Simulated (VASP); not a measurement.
# PbS2 in VASP: a series of runs, part 2 of 2

VASP 6.6.1. Earlier steps stand in the parts before.

### 3 Single point, PBE

This run uses another cell than the first one.

File INCAR:

```
  PREC = Accurate
  ENCUT = 520
  EDIFF = 1E-6
  ISMEAR = 0
  SIGMA = 0.1
  LREAL = False
  LASPH = True
  NELM = 60
  ALGO = Normal
  ISIF = 2
  LWAVE = False
  LCHARG = False
  LDIPOL = True
  IDIPOL = 3
  DIPOL = 0.5 0.5 0.286
  GGA = PE
  NBANDS = 20
```

File KPOINTS:

```
regular mesh
0
Gamma
  6 6 1
```

File POSCAR:

```
PbS2
1.0
    3.7635334560     -0.0000003403      0.0000000000
   -1.8817664333      3.2593157511      0.0000000000
    0.0000000000      0.0000000000     29.6855380400
Pb S
1 2
Direct
    0.0000000000      0.0000000000      0.2861361654
    0.3333333333      0.6666666667      0.2294337907
    0.3333333333      0.6666666667      0.3428388744
```

Potentials or basis: VASP PAW PBE potentials, release 64 (Pb_d, S).

Started as:

```sh
$ cat potpaw_PBE.64/Pb_d/POTCAR potpaw_PBE.64/S/POTCAR > POTCAR
$ mpirun -np 1 vasp_std > vasp.out
```

OUTCAR:

```text
PREC = Accurate
   ENCUT = 520
   EDIFF = 1E-6
   ISMEAR = 0
   LREAL = False
   LASPH = True
   NELM = 60
   ISIF = 2
   GGA = PE

 ion  position               nearest neighbor table
   1  0.000  0.000  0.286-   2 2.75   2 2.75   2 2.75   3 2.75   3 2.75   3 2.75
   2  0.333  0.667  0.229-   1 2.75   1 2.75   1 2.75
   3  0.333  0.667  0.343-   1 2.75   1 2.75   1 2.75

  LATTYP: Found a hexagonal cell.
 ALAT       =     3.7635334560
 C/A-ratio  =     7.8876774677

  Lattice vectors:

 A1 = (   3.7635334560,  -0.0000003403,   0.0000000000)
 A2 = (  -1.8817664333,   3.2593157511,   0.0000000000)
 A3 = (   0.0000000000,   0.0000000000,  29.6855380400)

Analysis of symmetry for initial positions (statically):
=====================================================================
 Subroutine PRICEL returns:
 Original cell was already a primitive cell.

 Routine SETGRP: Setting up the symmetry group for a
 hexagonal supercell.

 Subroutine GETGRP returns: Found 12 space group operations
 (whereof  6 operations were pure point group operations)
 out of a pool of 24 trial point group operations.

[... 154 lines left out ...]

 val. band max:       -4.3617097069   @ k =   0.0000   0.0000   0.0000
 cond. band min:      -4.2290545264   @ k =   0.5000   0.0000   0.0000
 fundamental gap:      0.1326551806
 Fermi energy:        -4.2990411365

 k-point     1 :       0.0000    0.0000    0.0000
  band No.  band energies     occupation
      1     -20.8692      2.00000
      2     -20.8692      2.00000
      3     -20.7781      2.00000
      4     -20.7253      2.00000
      5     -20.7253      2.00000
      6     -17.5997      2.00000
[... 150 lines left out ...]
     19       4.6444      0.00000
     20       4.7598      0.00000

------------------------ aborting loop because EDIFF is reached ----------------------------------------

 vacuum level on the upper side and lower side of the slab       (xc-potential included)        -0.007        -0.006

  FORCE on cell =-STRESS in cart. coord.  units (eV):
  Direction    XX          YY          ZZ          XY          YZ          ZX
  --------------------------------------------------------------------------------------
  -------------------------------------------------------------------------------------
  Total        0.0204190      0.0204190     -0.0458473     -0.0000000     -0.0000000      0.0000000
  in kB        0.0898418      0.0898418     -0.2017237     -0.0000000     -0.0000000      0.0000000
  external PRESSURE =      -0.0073467 kB  Pullay stress =       0.0000000 kB

 VOLUME and BASIS-vectors are now :
 -----------------------------------------------------------------------------
  energy-cutoff  :      520.00
  volume of cell :      364.14
      direct lattice vectors                 reciprocal lattice vectors
     3.763533456 -0.000000340  0.000000000     0.265707762  0.153406416  0.000000000
    -1.881766433  3.259315751  0.000000000     0.000000028  0.306812880  0.000000000
     0.000000000  0.000000000 29.685538040     0.000000000  0.000000000  0.033686437

 POSITION                                       TOTAL-FORCE (eV/Angst)
 -----------------------------------------------------------------------------------
      0.00000      0.00000      8.49411         0.000000     -0.000000      0.000000
      0.00000      2.17288      6.81087         0.000000      0.000000      0.004742
      0.00000      2.17288     10.17736        -0.000000      0.000000     -0.004742
 -----------------------------------------------------------------------------------
    total drift:                                0.000000      0.000000     -0.008922

  FREE ENERGIE OF THE ION-ELECTRON SYSTEM (eV)
  ---------------------------------------------------
  free  energy   TOTEN  =       -10.9984642403 eV

  energy  without entropy=      -10.9923885693  energy(sigma->0) =      -10.99542640

 vacuum level on the upper side and lower side of the slab         2.177         2.178
```

stdout:

```text
POSCAR found type information on POSCAR PbS
 POSCAR found :  2 types and       3 ions
 scaLAPACK will be used
 LDA part: xc-table for (Slater+PW92), standard interpolation
 POSCAR, INCAR and KPOINTS ok, starting setup
 FFT: planning ... GRIDC
 FFT: planning ... GRID_SOFT
 FFT: planning ... GRID
 WAVECAR not read
 entering main loop
```

Run time: 1.8 min. Hardware: 1 thread of AMD EPYC 7R43 (Zen 3), shared host; peak memory 0.38 GiB.

Results:

```
Free energy            : -10.9985 eV
Largest force          : 0.005 eV/Å
Band gap on the k mesh : 0.13 eV (least direct gap 0.31 eV)
```

Forces in eV/Å, atoms in the order of the input:
```
Pb   0.000  0.000  0.000
S    0.000  0.000  0.005
S    0.000  0.000 -0.005
```

Caveat: spin-orbit coupling is left out, which moves the levels of the heavy elements.

### 4 Single point, PBE

This run uses another cell than the first one.

File INCAR:

```
SYSTEM = PbS2
PREC = Accurate
ENCUT = 520
EDIFF = 1E-7
ISMEAR = 0
SIGMA = 0.01
LREAL = .False.
LASPH = .True.
NELM = 100
ALGO = Normal
ISIF = 2
LWAVE = .False.
LCHARG = .False.
LDIPOL = .True.
IDIPOL = 3
DIPOL = 0.5 0.5 0.286
GGA = PE
NBANDS = 20
```

File KPOINTS:

```
Automatic mesh
0
Gamma
  12 12 1
  0 0 0
```

File POSCAR:

```
PbS2
1.0
    3.7654351228     -0.0000003405      0.0000000000
   -1.8827172666      3.2609626429      0.0000000000
    0.0000000000      0.0000000000     29.6855380400
Pb S
1 2
Direct
    0.0000000000      0.0000000000      0.2861362768
    0.3333333333      0.6666666667      0.2295351943
    0.3333333333      0.6666666667      0.3427373594
```

Started as:

```sh
$ cat potpaw_PBE.64/Pb_d/POTCAR potpaw_PBE.64/S/POTCAR > POTCAR
$ mpirun -np 1 vasp_std > vasp.out
```

Wall time 4.4 min (1 thread of AMD EPYC 7R43 (Zen 3), shared host); peak memory 0.45 GiB.

Results (log left out):

| Quantity | Value |
| --- | --- |
| Free energy | -11.0096 eV |
| Largest force | 0.004 eV/Å |
| Band gap on the k mesh | 0.14 eV (least direct gap 0.30 eV) |

Forces in eV/Å, atoms in the order of the input:
```
Pb   0.000  0.000  0.000
S    0.000  0.000  0.004
S    0.000  0.000 -0.004
```

Levels at points of the mesh, in eV from the valence-band top:
```
           k point  band 10  band 11  band 12  band 13  band 14  band 15  band 16  band 17
(0.00, 0.00, 0.00)    -0.57    -0.57     0.00     0.00     0.36     4.34     5.28     5.28
(0.50, 0.00, 0.00)    -3.25    -1.85    -0.40    -0.16     0.14     3.25     5.00     5.67
```

Caveat: spin-orbit coupling is left out, which moves the levels of the heavy elements.

### 5 Single point, PBE

This run uses another cell than the first one.

File INCAR:

```
SYSTEM = PbS2
PREC     = Accurate       ! precision mode
ENCUT    = 520            ! plane-wave cutoff, eV
EDIFF    = 1E-7           ! SCF threshold, eV
ISMEAR   = 0              ! smearing method
SIGMA    = 0.01           ! smearing width, eV
LREAL    = .FALSE.        ! projectors in reciprocal space
LASPH    = .TRUE.         ! aspherical terms in the spheres
NELM     = 60             ! most SCF steps
ALGO     = Normal         ! electronic algorithm
ISIF     = 2              ! what is computed and relaxed
LWAVE    = .FALSE.        ! write WAVECAR
LCHARG   = .FALSE.        ! write CHGCAR
LDIPOL   = .TRUE.       
IDIPOL   = 3            
DIPOL    = 0.5 0.5 0.286
GGA      = PE             ! functional
NBANDS   = 20             ! bands
```

File KPOINTS:

```
Automatic mesh
0
G
  12 12 1
  0 0 0
```

File POSCAR:

```
PbS2
1.0
    3.7635334560     -0.0000003403      0.0000000000
   -1.8817664333      3.2593157511      0.0000000000
    0.0000000000      0.0000000000     29.6855380400
Pb S
1 2
Direct
    0.0000000000      0.0000000000      0.2861361654
    0.3333333333      0.6666666667      0.2294337907
    0.3333333333      0.6666666667      0.3428388744
```

Potentials or basis: VASP PAW PBE potentials, release 64 (Pb_d, S).

Started as:

```sh
$ cat potpaw_PBE.64/Pb_d/POTCAR potpaw_PBE.64/S/POTCAR > POTCAR
$ mpirun -np 1 vasp_std > vasp.out
```

OUTCAR:

```text
SYSTEM = PbS2
   PREC = Accurate
   ENCUT = 520
   EDIFF = 1E-7
   ISMEAR = 0
   LREAL = .FALSE.
   LASPH = .TRUE.
   NELM = 60
   ISIF = 2
   GGA = PE

 ion  position               nearest neighbor table
   1  0.000  0.000  0.286-   2 2.75   2 2.75   2 2.75   3 2.75   3 2.75   3 2.75
   2  0.333  0.667  0.229-   1 2.75   1 2.75   1 2.75
   3  0.333  0.667  0.343-   1 2.75   1 2.75   1 2.75

  LATTYP: Found a hexagonal cell.
 ALAT       =     3.7635334560
 C/A-ratio  =     7.8876774677

  Lattice vectors:

[... 631 lines left out ...]
  --------------------------------------------------------------------------------------
  -------------------------------------------------------------------------------------
  Total       -0.0034180     -0.0034180     -0.1477987      0.0000000      0.0000000      0.0000000
  in kB       -0.0150391     -0.0150391     -0.6503004      0.0000000      0.0000000      0.0000000
  external PRESSURE =      -0.2267928 kB  Pullay stress =       0.0000000 kB

 VOLUME and BASIS-vectors are now :
 -----------------------------------------------------------------------------
  energy-cutoff  :      520.00
  volume of cell :      364.14
      direct lattice vectors                 reciprocal lattice vectors
     3.763533456 -0.000000340  0.000000000     0.265707762  0.153406416  0.000000000
    -1.881766433  3.259315751  0.000000000     0.000000028  0.306812880  0.000000000
     0.000000000  0.000000000 29.685538040     0.000000000  0.000000000  0.033686437

 POSITION                                       TOTAL-FORCE (eV/Angst)
 -----------------------------------------------------------------------------------
      0.00000      0.00000      8.49411         0.000000     -0.000000      0.000000
      0.00000      2.17288      6.81087        -0.000000      0.000000      0.035101
      0.00000      2.17288     10.17736        -0.000000      0.000000     -0.035101
 -----------------------------------------------------------------------------------
    total drift:                                0.000000      0.000000     -0.008993

  FREE ENERGIE OF THE ION-ELECTRON SYSTEM (eV)
  ---------------------------------------------------
  free  energy   TOTEN  =       -11.0094221781 eV

  energy  without entropy=      -11.0094221781  energy(sigma->0) =      -11.00942218

 vacuum level on the upper side and lower side of the slab         2.115         2.116
```

OSZICAR:

```text
N       E                     dE             d eps       ncg     rms          rms(c)
DAV:   1     0.220104180253E+03    0.22010E+03   -0.96372E+03   848   0.945E+02
DAV:   2     0.151842417395E+02   -0.20492E+03   -0.20088E+03  1048   0.247E+02
DAV:   3    -0.105964489387E+02   -0.25781E+02   -0.25439E+02   960   0.973E+01
[... 15 lines left out ...]
DAV:  19    -0.110094205762E+02   -0.18562E-05   -0.47132E-08   860   0.122E-03    0.350E-04
DAV:  20    -0.110094212270E+02   -0.65083E-06   -0.75053E-09   796   0.494E-04    0.174E-04
DAV:  21    -0.110094218663E+02   -0.63926E-06   -0.11449E-08   808   0.354E-04    0.211E-04
DAV:  22    -0.110094221093E+02   -0.24305E-06   -0.35997E-09   776   0.210E-04    0.540E-05
DAV:  23    -0.110094221781E+02   -0.68751E-07   -0.35392E-10   732   0.112E-04
   1 F= -.11009422E+02 E0= -.11009422E+02  d E =-.496899E-20
```

stdout:

```text
POSCAR found type information on POSCAR PbS
 POSCAR found :  2 types and       3 ions
 scaLAPACK will be used
 LDA part: xc-table for (Slater+PW92), standard interpolation
 POSCAR, INCAR and KPOINTS ok, starting setup
 FFT: planning ... GRIDC
 FFT: planning ... GRID_SOFT
 FFT: planning ... GRID
 WAVECAR not read
 entering main loop
```

Wall time 5.7 min (1 thread of AMD EPYC 7R43 (Zen 3), shared host); peak memory 0.45 GiB.

Results:

```yaml
Free_energy: -11.0094 eV
Largest_force: 0.035 eV/Å
Band_gap_on_the_k_mesh: 0.13 eV (least direct gap 0.30 eV)
```

Forces in eV/Å, atoms in the order of the input:
```
Pb   0.000  0.000  0.000
S    0.000  0.000  0.035
S    0.000  0.000 -0.035
```

Caveat: spin-orbit coupling is left out, which moves the levels of the heavy elements.

### 6 The runs side by side

| cell | k mesh | smearing | gap on the mesh (eV) | largest force (eV/Å) |
| --- | --- | --- | --- | --- |
| a = 2.969, b = 2.969, c = 17.000 Å, angles 90.0, 90.0, 120.0°, 3 atoms, atomic positions A | 6 × 6 × 1 | gaussian 0.1 eV | none | 11.38 |
| a = 3.764, b = 3.764, c = 29.686 Å, angles 90.0, 90.0, 120.0°, 3 atoms, atomic positions B | 6 × 6 × 1 | gaussian 0.1 eV | 0.13 | - |
| a = 3.765, b = 3.765, c = 29.686 Å, angles 90.0, 90.0, 120.0°, 3 atoms, atomic positions B | 12 × 12 × 1 | gaussian 0.01 eV | 0.14 | - |
| a = 3.764, b = 3.764, c = 29.686 Å, angles 90.0, 90.0, 120.0°, 3 atoms, atomic positions B | 12 × 12 × 1 | gaussian 0.01 eV | 0.13 | 0.04 |

Alike in all rows: task single point; level PBE; potentials or basis VASP PAW PBE potentials, release 64 (Pb_d, S); no spin polarisation; cutoff (eV) 520.

Caveats: some runs use coarse meshes; spin-orbit coupling is left out, which moves the levels of the heavy elements.

Total energies depend on the potentials used, so only differences within one code and one set of settings carry meaning.
